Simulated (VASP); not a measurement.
# K15Br16 (a cell with a defect) in VASP: a series of runs

The runs below take K15Br16 (a cell with a defect) through single point, with LDA.

Everything below comes from runs of VASP 6.6.1. Logs are shortened: lines on timing, memory, paths and dates and some standing lists are left out, and cuts for length are marked.

### Step 1. The cell of the first run

The cell holds a defect, 31 atoms: a = 11.035 Å, b = 11.035 Å, c = 11.035 Å, α = 109.47°, β = 109.47°, γ = 109.47°.

### Step 2. Single point, LDA (atoms taken out, then relaxed in part)

File INCAR:

```
SYSTEM = K15Br16
ALGO     = Normal         ! electronic algorithm
EDIFF    = 1E-7           ! SCF threshold, eV
ENCUT    = 520            ! plane-wave cutoff, eV
GGA      = CA             ! functional
ISIF     = 2              ! what is computed and relaxed
ISMEAR   = 0              ! smearing method
KPAR     = 2            
LASPH    = .True.         ! aspherical terms in the spheres
LCHARG   = .False.        ! write CHGCAR
LREAL    = Auto         
LWAVE    = .False.        ! write WAVECAR
NBANDS   = 144            ! bands
NELECT   = 248.0        
NELM     = 60             ! most SCF steps
PREC     = Accurate       ! precision mode
SIGMA    = 0.02           ! smearing width, eV
```

File KPOINTS:

```
Automatic mesh
0
Gamma
  2 2 2
  0.5 0.5 0.5
```

File POSCAR:

```
K15Br16
1.0
   -6.3712538946      6.3712538946     -6.3712538946
    6.3712538946     -6.3712538946     -6.3712538946
   -6.3712538946     -6.3712538946      6.3712538946
K Br
15 16
Direct
    0.2468167615      0.7500000000      0.0031832385
    0.7531832385      0.7500000000      0.4968167615
    0.5063664770      0.5031832385      0.0031832385
    0.5000000000      0.7500000000      0.7500000000
    0.2468167615      0.5031832385      0.2500000000
    0.0000000000      0.5031832385      0.4968167615
    0.7531832385      0.2563664770      0.0031832385
    0.7531832385      0.5031832385      0.7563664770
    0.5000000000      0.2500000000      0.2500000000
    0.2468167615      0.2436335230      0.4968167615
    0.0000000000     -0.0031832385      0.0031832385
    0.0000000000      0.2500000000      0.7500000000
    0.7531832385     -0.0031832385      0.2500000000
    0.4936335230     -0.0031832385      0.4968167615
    0.2468167615     -0.0031832385      0.7436335230
    0.7500000000      0.2500000000      0.5000000000
    0.5000000000      0.2500000000      0.7500000000
    0.2500000000      0.2500000000      0.0000000000
    0.0000000000      0.0075078830      0.5075078830
    0.0000000000      0.2500000000      0.2500000000
    0.7500000000      0.0000000000      0.7500000000
    0.5000000000      0.0000000000      0.0000000000
    0.2575078830      0.7500000000      0.5075078830
    0.2575078830      0.0075078830      0.2500000000
    0.0000000000      0.7500000000      0.7500000000
    0.7424921170      0.7500000000     -0.0075078830
    0.5000000000      0.5000000000      0.5000000000
    0.5000000000      0.7500000000      0.2500000000
    0.2500000000      0.5000000000      0.7500000000
    0.0000000000      0.4924921170     -0.0075078830
    0.7424921170      0.4924921170      0.2500000000
```

Potentials or basis: VASP PAW LDA potentials, release 64 (K_sv, Br).

The run is started by

```bash
$ cat potpaw_LDA.64/K_sv/POTCAR potpaw_LDA.64/Br/POTCAR > POTCAR
$ mpirun -np 2 vasp_std > vasp.out
```

OUTCAR:

```text
SYSTEM = K15Br16
   EDIFF = 1E-7
   ENCUT = 520
   GGA = CA
   ISIF = 2
   ISMEAR = 0
   LASPH = .True.
   LREAL = Auto
   NELECT = 248.0
   NELM = 60
   PREC = Accurate

 ion  position               nearest neighbor table
   1  0.247  0.750  0.003-  24 3.15  30 3.15  28 3.19  25 3.19  29 3.23  22 3.23
   2  0.753  0.750  0.497-  19 3.15  31 3.15  28 3.19  25 3.19  21 3.23  27 3.23
   3  0.506  0.503  0.003-  26 3.15  31 3.15  28 3.19  17 3.19  29 3.23  18 3.23
   4  0.500  0.750  0.750-  23 3.09  26 3.09  21 3.19  22 3.19  27 3.19  29 3.19
   5  0.247  0.503  0.250-  23 3.15  30 3.15  28 3.19  20 3.19  18 3.23  27 3.23
   6  0.000  0.503  0.497-  23 3.15  31 3.15  25 3.19  20 3.19  29 3.23  16 3.23
[... 10 lines left out ...]
  17  0.500  0.250  0.750-   3 3.19   7 3.19   8 3.19  10 3.19  14 3.19  15 3.19
  18  0.250  0.250  0.000-   9 3.19  12 3.19   3 3.23  11 3.23   5 3.23  15 3.23
  19  0.000  0.008  0.508-  12 3.09  10 3.15   2 3.15  13 3.15  15 3.15
  20  0.000  0.250  0.250-   5 3.19   6 3.19   7 3.19  10 3.19  11 3.19  13 3.19
  21  0.750  0.000  0.750-   4 3.19  12 3.19   7 3.23  11 3.23   2 3.23  14 3.23
  22  0.500  0.000  0.000-   4 3.19   9 3.19   7 3.23   1 3.23  13 3.23  15 3.23
  23  0.258  0.750  0.508-   4 3.09   5 3.15   6 3.15  14 3.15  15 3.15
  24  0.258  0.008  0.250-   9 3.09   1 3.15  10 3.15  11 3.15  14 3.15
  25  0.000  0.750  0.750-   1 3.19   2 3.19   6 3.19   8 3.19  11 3.19  15 3.19
  26  0.742  0.750  0.992-   4 3.09   3 3.15   8 3.15  11 3.15  13 3.15
  27  0.500  0.500  0.500-   4 3.19   9 3.19   5 3.23   8 3.23   2 3.23  10 3.23
  28  0.500  0.750  0.250-   1 3.19   2 3.19   3 3.19   5 3.19  13 3.19  14 3.19
  29  0.250  0.500  0.750-   4 3.19  12 3.19   1 3.23   6 3.23  10 3.23   3 3.23
  30  0.000  0.492  0.992-  12 3.09   5 3.15   7 3.15   8 3.15   1 3.15
  31  0.742  0.492  0.250-   9 3.09   3 3.15   6 3.15   7 3.15   2 3.15

  LATTYP: Found a body centered cubic cell.
 ALAT       =    12.7425077892

  Lattice vectors:

 A1 = (  -6.3712538946,   6.3712538946,  -6.3712538946)
 A2 = (   6.3712538946,  -6.3712538946,  -6.3712538946)
 A3 = (  -6.3712538946,  -6.3712538946,   6.3712538946)

Analysis of symmetry for initial positions (statically):
=====================================================================
 Subroutine PRICEL returns:
 Original cell was already a primitive cell.

 Routine SETGRP: Setting up the symmetry group for a
 body centered cubic supercell.

 Subroutine GETGRP returns: Found 48 space group operations
 (whereof  4 operations were pure point group operations)
 out of a pool of 48 trial point group operations.

The static configuration has the point symmetry C_2v.
 The point group associated with its full space group is O_h .

Analysis of symmetry for dynamics (positions and initial velocities):
=====================================================================
[... 166 lines left out ...]
     AMIX_MAG =   1.60;   BMIX_MAG =  1.00
  volume/ion in A,a.u.               =      33.37       225.20
  Fermi-wavevector in a.u.,A,eV,Ry     =   1.016983  1.921820 14.071894  1.034255
  Thomas-Fermi vector in A             =   2.150358
   LORBIT       =      0    0 simple, 1 ext, 2 COOP (PROOUT), +10 PAW based schemes
   GGA     = CA    functional components
   LHFCALC =     F    Hartree Fock is set to
   AEXX    =    0.0000 exact exchange contribution
   IVDW    =     0    specifies the selected vdW correction
   LEPSILON=     F    determine dielectric tensor
   LRPA    =     F    only Hartree local field effects (RPA)
 non-spin polarized calculation
 Gauss-broadening in eV      SIGMA  =   0.02
  energy-cutoff  :      520.00
  volume of cell :     1034.51
 maximum number of plane-waves:     27920
 NGX is ok and might be reduce to    84
   NGX = 41   NGY = 41   NGZ = 41

 number of electron     248.0000012 magnetization

 Free energy of the ion-electron system (eV)
  ---------------------------------------------------
  ext. energy  EPLUGINS =         0.00000000
  ---------------------------------------------------
  free energy    TOTEN  =      -104.64485728 eV

  energy without entropy =     -104.64485728  energy(sigma->0) =     -104.64485728

 E-fermi :  -1.3417     XC(G=0):  -8.1970

 val. band max:       -1.5041669322   @ k =   0.2500   0.2500   0.2500
 cond. band min:       3.3025442632   @ k =  -0.2500   0.2500   0.2500
 fundamental gap:      4.8067111954
 Fermi energy:        -1.3417154013

 k-point     1 :       0.2500    0.2500    0.2500
  band No.  band energies     occupation
      1     -28.9093      2.00000
      2     -28.9086      2.00000
      3     -28.9086      2.00000
      4     -28.9086      2.00000
      5     -28.9037      2.00000
      6     -28.9037      2.00000
[... 128 lines left out ...]
    135       4.7559      0.00000
    136       4.7559      0.00000

 k-point     2 :      -0.2500    0.2500    0.2500
  band No.  band energies     occupation
      1     -28.9112      2.00000
      2     -28.9077      2.00000
      3     -28.9077      2.00000
      4     -28.9058      2.00000
      5     -28.9050      2.00000
      6     -28.9050      2.00000
[... 128 lines left out ...]
    135       5.0062      0.00000
    136       5.0260      0.00000
 [bands above 136 left out]

------------------------ aborting loop because EDIFF is reached ----------------------------------------

  FORCE on cell =-STRESS in cart. coord.  units (eV):
  Direction    XX          YY          ZZ          XY          YZ          ZX
  --------------------------------------------------------------------------------------
  -------------------------------------------------------------------------------------
  Total        4.9217720      4.9217720      4.9217720      0.0000000      0.0000000     -0.0000000
  in kB        7.6224985      7.6224985      7.6224985      0.0000000      0.0000000     -0.0000000
  external PRESSURE =       7.6224985 kB  Pullay stress =       0.0000000 kB

 VOLUME and BASIS-vectors are now :
 -----------------------------------------------------------------------------
  energy-cutoff  :      520.00
  volume of cell :     1034.51
      direct lattice vectors                 reciprocal lattice vectors
    -6.371253895  6.371253895 -6.371253895    -0.078477488  0.000000000 -0.078477488
     6.371253895 -6.371253895 -6.371253895     0.000000000 -0.078477488 -0.078477488
    -6.371253895 -6.371253895  6.371253895    -0.078477488 -0.078477488  0.000000000

 POSITION                                       TOTAL-FORCE (eV/Angst)
 -----------------------------------------------------------------------------------
      3.18563     -3.22619     -6.33069         0.000000      0.001921     -0.001921
     -3.18563     -3.14506     -6.41182         0.000000     -0.001921      0.001921
     -0.04056     -0.00000     -6.41182         0.001921     -0.000000      0.001921
     -3.18563     -6.37125     -3.18563         0.000000     -0.000000     -0.000000
      0.04056     -3.22619     -3.18563        -0.001921      0.001921      0.000000
      0.04056     -6.37125     -0.04056        -0.001921     -0.000000      0.001921
[... 23 lines left out ...]
     -3.18563     -9.46121      3.18563         0.000000     -0.006390      0.000000
     -3.18563      0.00000     -6.27558         0.000000      0.000000     -0.006390
 -----------------------------------------------------------------------------------
    total drift:                               -0.000000     -0.000000      0.000000

  FREE ENERGIE OF THE ION-ELECTRON SYSTEM (eV)
  ---------------------------------------------------
  free  energy   TOTEN  =      -104.6448572761 eV

  energy  without entropy=     -104.6448572761  energy(sigma->0) =     -104.64485728
```

stdout:

```text
POSCAR found type information on POSCAR K Br
 POSCAR found :  2 types and      31 ions
 scaLAPACK will be used
 LDA part: xc-table for (Slater(with rela. corr.)+CA(PZ))
 , standard interpolation
 POSCAR, INCAR and KPOINTS ok, starting setup
 FFT: planning ... GRIDC
 FFT: planning ... GRID_SOFT
 FFT: planning ... GRID
 WAVECAR not read
 entering main loop
 the old and the new charge density differ
 old charge density:   247.00000 new  248.00000
BRMIX: very serious problems
 the old and the new charge density differ
 old charge density:   247.00000 new  248.00000
    0.164E+01
```

Wall time 3.4 min (2 MPI ranks of Intel Xeon 6975P-C (Granite Rapids), shared host); peak memory 0.8 GiB.

Results:

- Free energy: -104.6449 eV
- Largest force: 0.006 eV/Å

Forces on the atoms (eV/Å):
```
K    0.000  0.002 -0.002
K    0.000 -0.002  0.002
K    0.002  0.000  0.002
K    0.000  0.000  0.000
K   -0.002  0.002  0.000
K   -0.002  0.000  0.002
K    0.000  0.002  0.002
K    0.002  0.002  0.000
K    0.000  0.000  0.000
K    0.000 -0.002 -0.002
K    0.002  0.000 -0.002
K    0.000  0.000  0.000
K    0.002 -0.002  0.000
K   -0.002  0.000 -0.002
K   -0.002 -0.002  0.000
Br   0.000  0.000  0.000
Br   0.000  0.000  0.000
Br   0.000  0.000  0.000
Br   0.000  0.006  0.000
Br   0.000  0.000  0.000
Br   0.000  0.000  0.000
Br   0.000  0.000  0.000
Br   0.006  0.000  0.000
Br   0.000  0.000  0.006
Br   0.000  0.000  0.000
Br  -0.006  0.000  0.000
Br   0.000  0.000  0.000
Br   0.000  0.000  0.000
Br   0.000  0.000  0.000
Br   0.000 -0.006  0.000
Br   0.000  0.000 -0.006
```

Levels at points of the mesh, in eV from the Fermi level:
| k point | band 120 | band 121 | band 122 | band 123 | band 124 | band 125 | band 126 | band 127 | band 128 | band 129 |
| --- | --- | --- | --- | --- | --- | --- | --- | --- | --- | --- |
| (0.25, 0.25, 0.25) | -0.39 | -0.39 | -0.39 | -0.16 | -0.16 | 5.41 | 5.41 | 5.41 | 5.55 | 6.05 |

Caveat: the cell carries a net charge on a neutralising background, which shifts energy and pressure; the cell differs from its parent crystal (atoms taken out, then relaxed in part); the cell is charged against a uniform background, so pressure and absolute levels hang on convention.

### Step 3. Single point, LDA

File INCAR:

```
SYSTEM = K15Br16
ALGO = Normal
EDIFF = 1E-6
ENCUT = 520
ISIF = 2
ISMEAR = 0
KPAR = 2
LASPH = .TRUE.
LCHARG = .TRUE.
LREAL = Auto
LVHAR = .TRUE.
LWAVE = .FALSE.
NBANDS = 144
NELECT = 248.0
NELM = 80
PREC = Accurate
SIGMA = 0.02
```

KPOINTS is that of step 2.

File POSCAR:

```
K15Br16
1.0
   -6.3712538946      6.3712538946     -6.3712538946
    6.3712538946     -6.3712538946     -6.3712538946
   -6.3712538946     -6.3712538946      6.3712538946
K Br
15 16
Direct
    0.2468167218      0.7499999339      0.0031832039
    0.7531832163      0.7500000124      0.4968168044
    0.5063664160      0.5031832121      0.0031832039
    0.5000000083      0.7500000124      0.7500000124
    0.2468168003      0.5031832121      0.2500000041
    0.0000000000      0.5031832121      0.4968168044
    0.7531832163      0.2563664119      0.0031832039
    0.7531832163      0.5031832121      0.7563664201
    0.5000000083      0.2500000041      0.2500000041
    0.2468168003      0.2436335964      0.4968168044
    0.0000000000     -0.0031832039      0.0031832039
    0.0000000000      0.2500000041      0.7500000124
    0.7531832163     -0.0031832039      0.2500000041
    0.4936335221     -0.0031832039      0.4968167259
    0.2468167218     -0.0031832039      0.7436335262
    0.7500000124      0.2500000041      0.5000000083
    0.5000000083      0.2500000041      0.7500000124
    0.2500000041      0.2500000041      0.0000000000
    0.0000000000      0.0075078628      0.5075078711
    0.0000000000      0.2500000041      0.2500000041
    0.7500000124      0.0000000000      0.7500000124
    0.5000000083      0.0000000000      0.0000000000
    0.2575078669      0.7500000124      0.5075078711
    0.2575078669      0.0075078628      0.2500000041
    0.0000000000      0.7500000124      0.7500000124
    0.7424921496      0.7500000124     -0.0075078628
    0.5000000083      0.5000000083      0.5000000083
    0.5000000083      0.7500000124      0.2500000041
    0.2500000041      0.5000000083      0.7500000124
    0.0000000000      0.4924921455     -0.0075078628
    0.7424921496      0.4924921455      0.2500000041
```

Potentials or basis: VASP PAW LDA potentials, release 64 (K_sv, Br).

The run is started by

```bash
$ cat potpaw_LDA.64/K_sv/POTCAR potpaw_LDA.64/Br/POTCAR > POTCAR
$ mpirun -np 2 vasp_std > vasp.out
```

Run time: 3.3 min. Hardware: 2 MPI ranks of Intel Xeon 6975P-C (Granite Rapids), shared host; peak memory 0.83 GiB.

The run converged. Its results:

* Free energy: -104.6449 eV
* Largest force: 0.006 eV/Å

Forces on the atoms (eV/Å):
```
K    0.000  0.002 -0.002
K    0.000 -0.002  0.002
K    0.002  0.000  0.002
K    0.000  0.000  0.000
K   -0.002  0.002  0.000
K   -0.002  0.000  0.002
K    0.000  0.002  0.002
K    0.002  0.002  0.000
K    0.000  0.000  0.000
K    0.000 -0.002 -0.002
K    0.002  0.000 -0.002
K    0.000  0.000  0.000
K    0.002 -0.002  0.000
K   -0.002  0.000 -0.002
K   -0.002 -0.002  0.000
Br   0.000  0.000  0.000
Br   0.000  0.000  0.000
Br   0.000  0.000  0.000
Br   0.000  0.006  0.000
Br   0.000  0.000  0.000
Br   0.000  0.000  0.000
Br   0.000  0.000  0.000
Br   0.006  0.000  0.000
Br   0.000  0.000  0.006
Br   0.000  0.000  0.000
Br  -0.006  0.000  0.000
Br   0.000  0.000  0.000
Br   0.000  0.000  0.000
Br   0.000  0.000  0.000
Br   0.000 -0.006  0.000
Br   0.000  0.000 -0.006
```

Levels at points of the mesh, in eV from the Fermi level:
```csv
k point,band 120,band 121,band 122,band 123,band 124,band 125,band 126,band 127,band 128,band 129
"(0.25, 0.25, 0.25)",-0.39,-0.39,-0.39,-0.16,-0.16,5.41,5.41,5.41,5.55,6.05
```

Caveat: the cell carries a net charge on a neutralising background, which shifts energy and pressure; the cell is charged against a uniform background, so pressure and absolute levels hang on convention.

### Step 4. Single point, LDA

File INCAR:

```
SYSTEM = K15Br16
PREC = Accurate
ENCUT = 520
EDIFF = 1E-6
ISMEAR = 0
SIGMA = 0.02
LREAL = Auto
LASPH = .True.
NELM = 80
ALGO = Normal
ISIF = 2
LWAVE = .False.
LCHARG = .False.
NBANDS = 144
NELECT = 248.0
KPAR = 2
```

KPOINTS is that of step 3.

File POSCAR:

```
K15Br16
1.0
   -6.3712538946      6.3712538946     -6.3712538946
    6.3712538946     -6.3712538946     -6.3712538946
   -6.3712538946     -6.3712538946      6.3712538946
K Br
15 16
Direct
    0.0031832039      0.7500000124      0.2468168003
    0.7500000124      0.7500000124      0.5000000083
    0.4968168044      0.5031832121      0.0000000000
    0.4968168044      0.7500000124      0.7531832163
    0.2500000041      0.5031832121      0.2468168003
    0.0031832039      0.5031832121      0.5063664160
    0.7500000124      0.2500000041      0.0000000000
    0.7563664201      0.5031832121      0.7531832163
    0.4968168044      0.2436335964      0.2468168003
    0.2500000041      0.2500000041      0.5000000083
    0.0031832039     -0.0031832039      0.0000000000
    0.0031832039      0.2563664119      0.7531832163
    0.7436336047     -0.0031832039      0.2468168003
    0.4968168044     -0.0031832039      0.4936336005
    0.2500000041     -0.0031832039      0.7531832163
    0.7500000124      0.2500000041      0.5000000083
    0.5000000083      0.2500000041      0.7500000124
    0.2500000041      0.2500000041      0.0000000000
    0.0000000000      0.0000000000      0.5000000083
    0.0000000000      0.2500000041      0.2500000041
    0.7500000124      0.0000000000      0.7500000124
    0.5075078711      0.0075078628      0.0000000000
    0.2500000041      0.7500000124      0.5000000083
    0.2500000041      0.0075078628      0.2575078669
   -0.0075078628      0.7500000124      0.7424921496
    0.7500000124      0.7500000124      0.0000000000
    0.5000000083      0.5000000083      0.5000000083
    0.5075078711      0.7500000124      0.2575078669
    0.2500000041      0.4924921455      0.7424921496
   -0.0075078628      0.4924921455      0.0000000000
    0.7500000124      0.5000000083      0.2500000041
```

The run is started by

```bash
$ cat potpaw_LDA.64/K_sv/POTCAR potpaw_LDA.64/Br/POTCAR > POTCAR
$ mpirun -np 2 vasp_std > vasp.out
```

Run time: 3.3 min. Hardware: 2 MPI ranks of Intel Xeon 6975P-C (Granite Rapids), shared host; peak memory 0.83 GiB.

It converged, with:

| Quantity | Value |
| --- | --- |
| Free energy | -104.6449 eV |
| Largest force | 0.006 eV/Å |

Forces on the atoms (eV/Å):
```
K    0.000 -0.002  0.002
K    0.000  0.000  0.000
K   -0.002  0.002  0.000
K    0.000  0.002 -0.002
K   -0.002  0.000  0.002
K    0.002  0.002  0.000
K    0.000  0.000  0.000
K    0.002  0.000  0.002
K    0.000 -0.002 -0.002
K    0.000  0.000  0.000
K    0.002 -0.002  0.000
K    0.000  0.002  0.002
K   -0.002  0.000 -0.002
K   -0.002 -0.002  0.000
K    0.002  0.000 -0.002
Br   0.000  0.000  0.000
Br   0.000  0.000  0.000
Br   0.000  0.000  0.000
Br   0.000  0.000  0.000
Br   0.000  0.000  0.000
Br   0.000  0.000  0.000
Br   0.000  0.000  0.006
Br   0.000  0.000  0.000
Br   0.000  0.006  0.000
Br  -0.006  0.000  0.000
Br   0.000  0.000  0.000
Br   0.000  0.000  0.000
Br   0.006  0.000  0.000
Br   0.000 -0.006  0.000
Br   0.000  0.000 -0.006
Br   0.000  0.000  0.000
```

Levels at points of the mesh, in eV from the Fermi level:
```tsv
k point	band 122	band 123	band 124	band 125	band 126	band 127
(0.25, 0.25, 0.25)	-0.37	-0.14	-0.14	5.43	5.43	5.43
```

Caveat: the cell carries a net charge on a neutralising background, which shifts energy and pressure; the cell is charged against a uniform background, so pressure and absolute levels hang on convention.
